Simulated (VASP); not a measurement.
# I (C2/m) in VASP: notebook, part 2 of 2

VASP 6.6.1. Earlier steps stand in the parts before.

### 4 Single point, PBEsol+D4

This run uses another cell than the first one, of 35.35 Å³/atom.

INCAR

```
SYSTEM = I
ALGO = Normal
EDIFF = 1E-7
ENCUT = 520
GGA = PS
ISIF = 2
ISMEAR = -1
IVDW = 13
LASPH = .True.
LCHARG = .False.
LREAL = .False.
LWAVE = .False.
NBANDS = 10
NELM = 100
PREC = Accurate
SIGMA = 0.05
```

KPOINTS

```
k-points
0
Gamma
  7 7 11
  0 0 0
```

POSCAR

```
I
1.0
    2.1940595722     -3.5434529775     -0.3576031911
    2.1940595722      3.5434529775     -0.3576031911
   -1.7364784455      0.0000000000      2.5563965647
I
1
Direct
    0.5000000000      0.5000000000      0.5000000000
```

Potentials or basis: VASP PAW PBE potentials, release 64 (I).

Started as:

```
$ cat potpaw_PBE.64/I/POTCAR > POTCAR
$ mpirun -np 1 vasp_std > vasp.out
```

OUTCAR:

```text
SYSTEM = I
   EDIFF = 1E-7
   ENCUT = 520
   GGA = PS
   ISIF = 2
   ISMEAR = -1
   IVDW = 13
   LASPH = .True.
   LREAL = .False.
   NELM = 100
   PREC = Accurate

 ion  position               nearest neighbor table
   1  0.500  0.500  0.500-

  LATTYP: Found a base centered monoclinic cell.
 ALAT       =     4.4460217942
 B/A-ratio  =     1.5939881276
 C/A-ratio  =     0.6950914394
 COS(beta)  =    -0.6876463360

  Lattice vectors:

 A1 = (   2.1940595722,  -3.5434529775,  -0.3576031911)
 A2 = (   2.1940595722,   3.5434529775,  -0.3576031911)
 A3 = (  -1.7364784455,   0.0000000000,   2.5563965647)

Analysis of symmetry for initial positions (statically):
=====================================================================
 Subroutine PRICEL returns:
 Original cell was already a primitive cell.

 Routine SETGRP: Setting up the symmetry group for a
 base centered monoclinic supercell.

 Subroutine GETGRP returns: Found  4 space group operations
 (whereof  4 operations were pure point group operations)
 out of a pool of  4 trial point group operations.

The static configuration has the point symmetry C_2h.

Analysis of symmetry for dynamics (positions and initial velocities):
=====================================================================
 Subroutine PRICEL returns:
 Original cell was already a primitive cell.

 Routine SETGRP: Setting up the symmetry group for a
 base centered monoclinic supercell.

 Subroutine GETGRP returns: Found  4 space group operations
 (whereof  4 operations were pure point group operations)
 out of a pool of  4 trial point group operations.

The dynamic configuration has the point symmetry C_2h.

 Subroutine INISYM returns: Found  4 space group operations
 (whereof  4 operations are pure point group operations),
 and found     1 'primitive' translations

----------------------------------------------------------------------------------------

                                     Primitive cell

  volume of cell :      35.3489

  direct lattice vectors                    reciprocal lattice vectors
     2.194059572 -3.543452977 -0.357603191     0.256258977 -0.141105301  0.174068529
     2.194059572  3.543452977 -0.357603191     0.256258977  0.141105301  0.174068529
    -1.736478445  0.000000000  2.556396565     0.071693906  0.000000000  0.439874994

  length of vectors
     4.183041531  4.183041531  3.090391688     0.340410373  0.340410373  0.445679286

  position of ions in fractional coordinates (direct lattice)
     0.500000000  0.500000000  0.500000000

  ion indices of the primitive-cell ions
   primitive index   ion index
                 1           1

----------------------------------------------------------------------------------------

 KPOINTS: k-points

Automatic generation of k-mesh.
 Grid dimensions read from file:
 generate k-points for:    7    7   11

 Generating k-lattice:

  Cartesian coordinates                     Fractional coordinates (reciprocal lattice)
     0.036608425 -0.020157900  0.024866933     0.142857143  0.000000000  0.000000000
     0.036608425  0.020157900  0.024866933     0.000000000  0.142857143  0.000000000
     0.006517628  0.000000000  0.039988636     0.000000000  0.000000000  0.090909091

  Length of vectors
     0.048630053  0.048630053  0.040516299

  Shift w.r.t. Gamma in fractional coordinates (k-lattice)
     0.000000000  0.000000000  0.000000000

 Subroutine IBZKPT returns following result:
 ===========================================

 Found    156 irreducible k-points:

 Following reciprocal coordinates:
            Coordinates               Weight
  0.000000  0.000000  0.000000      1.000000
  0.142857 -0.000000  0.000000      4.000000
  0.285714 -0.000000  0.000000      4.000000
  0.428571  0.000000 -0.000000      4.000000
  0.142857  0.142857  0.000000      2.000000
  0.285714  0.142857 -0.000000      4.000000
[... 16 lines left out ...]
 -0.142857 -0.000000  0.090909      4.000000
  0.142857  0.142857  0.090909      2.000000
 [... further k-points ...]
   k-points           NKPTS =    156   k-points in BZ     NKDIM =    156   number of bands    NBANDS=     10
   number of dos      NEDOS =    301   number of ions     NIONS =      1
   total plane-waves  NPLWV =  24576
   dimension x,y,z NGX =    32 NGY =   32 NGZ =   24
   dimension x,y,z NGXF=    64 NGYF=   64 NGZF=   48
   ions per type =               1
   NGX,Y,Z   is equivalent  to a cutoff of  12.72, 12.72, 12.91 a.u.
   NGXF,Y,Z  is equivalent  to a cutoff of  25.44, 25.44, 25.82 a.u.
 SYSTEM =  I
   PREC   = accura    normal or accurate (medium, high low for compatibility)
   ISTART =      0    job   : 0-new  1-cont  2-samecut
   ICHARG =      2    charge: 1-file 2-atom 10-const
   ISPIN  =      1    spin polarized calculation?
   LNONCOLLINEAR =      F non collinear calculations
   LSORBIT =      F    spin-orbit coupling
   LASPH  =      T    aspherical Exc in radial PAW
   ENCUT  =  520.0 eV  38.22 Ry    6.18 a.u.   7.78  7.78  5.75*2*pi/ulx,y,z
   NELM   =    100;   NELMIN=  2; NELMDL= -5     # of ELM steps
   EDIFF  = 0.1E-06   stopping-criterion for ELM
   LREAL  =      F    real-space projection
   EDIFFG = 0.1E-05   stopping-criterion for IOM
   NSW    =      0    number of steps for IOM
   IBRION =     -1    ionic relax: 0-MD 1-quasi-New 2-CG
   NFREE  =      0    steps in history (QN), initial steepest desc. (CG)
   ISIF   =      2    stress and relaxation
   ISYM   =      2    0-nonsym 1-usesym 2-fastsym
   POTIM  = 0.5000    time-step for ionic-motion
   TEBEG  =    0.0;   TEEND  =   0.0 temperature during run
   PSTRESS=    0.0 pullay stress
   NELECT =       7.0000    total number of electrons
   NUPDOWN=      -1.0000    fix difference up-down
   EMIN   =  10.00;   EMAX   =-10.00  energy-range for DOS
   EFERMI =   0.00;   METHOD = LEGACY
   ISMEAR =    -1;   SIGMA  =   0.05  broadening in eV -4-tet -1-fermi 0-gaus
   EFERMI_NEDOS =   21; number of points for ismear=-14 and -15
   IALGO  =     38    algorithm
   IMIX   =      4    mixing-type and parameters
     AMIX     =   0.40;   BMIX     =  1.00
     AMIX_MAG =   1.60;   BMIX_MAG =  1.00
  volume/ion in A,a.u.               =      35.35       238.55
  Fermi-wavevector in a.u.,A,eV,Ry     =   0.954221  1.803216 12.388614  0.910537
  Thomas-Fermi vector in A             =   2.082948
   LORBIT       =      0    0 simple, 1 ext, 2 COOP (PROOUT), +10 PAW based schemes
   GGA     = PS    functional components
   LHFCALC =     F    Hartree Fock is set to
   AEXX    =    0.0000 exact exchange contribution
   IVDW    =    13    specifies the selected vdW correction
   LEPSILON=     F    determine dielectric tensor
   LRPA    =     F    only Hartree local field effects (RPA)
 non-spin polarized calculation
  energy-cutoff  :      520.00
  volume of cell :       35.35
 maximum number of plane-waves:       966
   NGX = 15   NGY = 15   NGZ = 11

 number of electron       6.9999999 magnetization

 Free energy of the ion-electron system (eV)
  ---------------------------------------------------
  ext. energy  EPLUGINS =         0.00000000
  ---------------------------------------------------
  free energy    TOTEN  =        -1.68264433 eV

  energy without entropy =       -1.67886803  energy(sigma->0) =       -1.68075618

 E-fermi :   4.7050     XC(G=0):  -9.1082

 val. band max:        4.6820939523   @ k =  -0.2857   0.1429   0.2727
 cond. band min:       4.7480206244   @ k =  -0.1429   0.1429   0.0909
 fundamental gap:      0.0659266721
 Fermi energy:         4.7049514993

 k-point     1 :       0.0000    0.0000    0.0000
  band No.  band energies     occupation
      1      -9.5850      2.00000
      2       3.2919      2.00000
      3       5.5061      0.00000
      4       6.4194      0.00000
      5       9.6387      0.00000
      6      12.2599      0.00000
      7      13.5095      0.00000
      8      16.2188      0.00000
      9      16.7777      0.00000
     10      17.3506      0.00000
[... 287 lines left out ...]
 k-point    24 :       0.1429    0.1429    0.0909
  band No.  band energies     occupation
      1      -8.3102      2.00000
      2       0.2235      2.00000
      3       3.2931      2.00000
      4       6.2433      0.00000
      5      10.6860      0.00000
      6      11.7257      0.00000
      7      15.1765      0.00000
      8      15.6648      0.00000
      9      16.9249      0.00000
     10      20.4560      0.00000

 [... further k-points ...]

------------------------ aborting loop because EDIFF is reached ----------------------------------------

  DFT-D4 for vdW energy calculation

  Edisp (eV):   -0.23287

  FORCE on cell =-STRESS in cart. coord.  units (eV):
  Direction    XX          YY          ZZ          XY          YZ          ZX
  --------------------------------------------------------------------------------------
  -------------------------------------------------------------------------------------
  Total      -0.00193    -0.00367    -0.00821     0.00000     0.00000    -0.00142
  in kB      -0.08734    -0.16616    -0.37202     0.00000     0.00000    -0.06455
  external pressure =       -0.21 kB  Pullay stress =        0.00 kB

 VOLUME and BASIS-vectors are now :
 -----------------------------------------------------------------------------
  energy-cutoff  :      520.00
  volume of cell :       35.35
      direct lattice vectors                 reciprocal lattice vectors
     2.194059572 -3.543452977 -0.357603191     0.256258977 -0.141105301  0.174068529
     2.194059572  3.543452977 -0.357603191     0.256258977  0.141105301  0.174068529
    -1.736478445  0.000000000  2.556396565     0.071693906  0.000000000  0.439874994

 POSITION                                       TOTAL-FORCE (eV/Angst)
 -----------------------------------------------------------------------------------
      1.32582      0.00000      0.92060         0.000000     -0.000000      0.000000
 -----------------------------------------------------------------------------------
    total drift:                                0.000000     -0.000000     -0.000000

  FREE ENERGIE OF THE ION-ELECTRON SYSTEM (eV)
  ---------------------------------------------------
  free  energy   TOTEN  =        -1.9155184234 eV

  energy  without entropy=       -1.9117421223  energy(sigma->0) =       -1.91363027
```

OSZICAR:

```text
N       E                     dE             d eps       ncg     rms          rms(c)
DAV:   1     0.260973399623E+02    0.26097E+02   -0.26367E+03  3120   0.517E+02
DAV:   2    -0.601678532003E+00   -0.26699E+02   -0.25869E+02  3930   0.846E+01
DAV:   3    -0.169921738487E+01   -0.10975E+01   -0.10886E+01  3838   0.208E+01
DAV:   4    -0.171205850050E+01   -0.12841E-01   -0.12840E-01  4004   0.257E+00
DAV:   5    -0.171229058007E+01   -0.23208E-03   -0.23208E-03  3846   0.308E-01    0.640E+00
DAV:   6    -0.169094457322E+01    0.21346E-01   -0.16496E-02  3544   0.621E-01    0.395E+00
DAV:   7    -0.168280107108E+01    0.81435E-02   -0.33739E-02  3420   0.906E-01    0.106E-01
DAV:   8    -0.168264192555E+01    0.15915E-03   -0.19252E-03  3446   0.263E-01    0.426E-02
DAV:   9    -0.168264450634E+01   -0.25808E-05   -0.27820E-05  3998   0.382E-02    0.223E-02
DAV:  10    -0.168264431119E+01    0.19515E-06   -0.24699E-06  3606   0.895E-03    0.789E-03
DAV:  11    -0.168264433095E+01   -0.19766E-07   -0.43399E-07  3566   0.371E-03
   1 F= -.19155184E+01 E0= -.19136303E+01  d E =-.377630E-02
```

stdout:

```text
POSCAR found type information on POSCAR I
 POSCAR found :  1 types and       1 ions
 scaLAPACK will be used
 -----------------------------------------------------------------------------
|                                                                             |
|                                                                             |
|     You enforced a specific xc type in the INCAR file but a different       |
|     I HOPE YOU KNOW WHAT YOU ARE DOING!                                     |
|                                                                             |
 -----------------------------------------------------------------------------

 LDA part: xc-table for (Slater+PW92), standard interpolation
 POSCAR, INCAR and KPOINTS ok, starting setup
 FFT: planning ... GRIDC
 FFT: planning ... GRID_SOFT
 FFT: planning ... GRID
 WAVECAR not read
 entering main loop
```

It took 63 s on 1 thread of Intel Xeon 8259CL, shared host; peak memory 0.2 GiB.

Results:

```
Free energy                : -1.9155 eV
Pressure                   : 0.0 GPa
Band gap on the k mesh     : zero (an odd number of electrons rules out a gap without spin polarisation)
Dispersion energy per atom : -0.233 eV
```

Caveat: the PAW data sets were made with another functional, which shifts forces and pressure a little; spin-orbit coupling is left out, which moves the levels of the heavy elements; an odd number of electrons without spin polarisation forces a metal; a magnetic or distorted state may lie lower.

### 5 Single point, PBEsol

This run uses another cell than the first one, of 37.78 Å³/atom.

INCAR

```
PREC     = Accurate       # precision mode
ENCUT    = 520            # plane-wave cutoff, eV
EDIFF    = 1E-7           # SCF threshold, eV
ISMEAR   = -1             # smearing method
SIGMA    = 0.05           # smearing width, eV
LREAL    = False          # projectors in reciprocal space
LASPH    = True           # aspherical terms in the spheres
NELM     = 100            # most SCF steps
ALGO     = Normal         # electronic algorithm
ISIF     = 2              # what is computed and relaxed
LWAVE    = False          # write WAVECAR
LCHARG   = False          # write CHGCAR
GGA      = PS             # functional
NBANDS   = 10             # bands
```

KPOINTS

```
Automatic mesh
0
Gamma
  7 7 11
```

POSCAR

```
I
1.0
    2.2306533941     -3.7336676944     -0.3658571487
    2.2306533941      3.7336676944     -0.3658571487
   -1.7675882576      0.0000000000      2.5577804093
I
1
Direct
    0.5000000000      0.5000000000      0.5000000000
```

Started as:

```
$ cat potpaw_PBE.64/I/POTCAR > POTCAR
$ mpirun -np 1 vasp_std > vasp.out
```

Wall time 70 s (1 thread of Intel Xeon 8259CL, shared host); peak memory 0.2 GiB.

It converged, with:

* Free energy: -1.6893 eV
* Pressure: 0.0 GPa
* Band gap on the k mesh: zero (an odd number of electrons rules out a gap without spin polarisation)

Levels at points of the mesh, in eV from the Fermi level:
```
           k point  band 2  band 3  band 4  band 5  band 6  band 7
(0.00, 0.00, 0.00)   -1.66    0.73    1.66    4.65    7.50    8.64
```

Caveat: the PAW data sets were made with another functional, which shifts forces and pressure a little; spin-orbit coupling is left out, which moves the levels of the heavy elements; an odd number of electrons without spin polarisation forces a metal; a magnetic or distorted state may lie lower.

### 6 Summary

```csv
level,cell,gap on the mesh (eV),pressure (GPa)
PBEsol+D3(BJ),"a = 4.124, b = 4.124, c = 3.080 Å, angles 112.0, 112.0, 114.6°, 1 atom",none,0.0
PBEsol+D3(BJ),"a = 4.144, b = 4.144, c = 3.083 Å, angles 111.9, 111.9, 114.8°, 1 atom",none,-0.2
PBEsol+D4,"a = 4.183, b = 4.183, c = 3.090 Å, angles 111.4, 111.4, 115.8°, 1 atom",none,0.0
PBEsol,"a = 4.365, b = 4.365, c = 3.109 Å, angles 111.1, 111.1, 117.6°, 1 atom",none,0.0
```

Alike in all rows: task single point; potentials or basis VASP PAW PBE potentials, release 64 (I); no spin polarisation; k mesh 7 × 7 × 11; cutoff (eV) 520; smearing fermi-dirac 0.05 eV.

Caveats: the PAW data sets were made with another functional, which shifts forces and pressure a little; spin-orbit coupling is left out, which moves the levels of the heavy elements; an odd number of electrons without spin polarisation forces a metal; a magnetic or distorted state may lie lower; three body term missing (at least some runs).

Absolute energies hang on the potentials; compare differences alone.
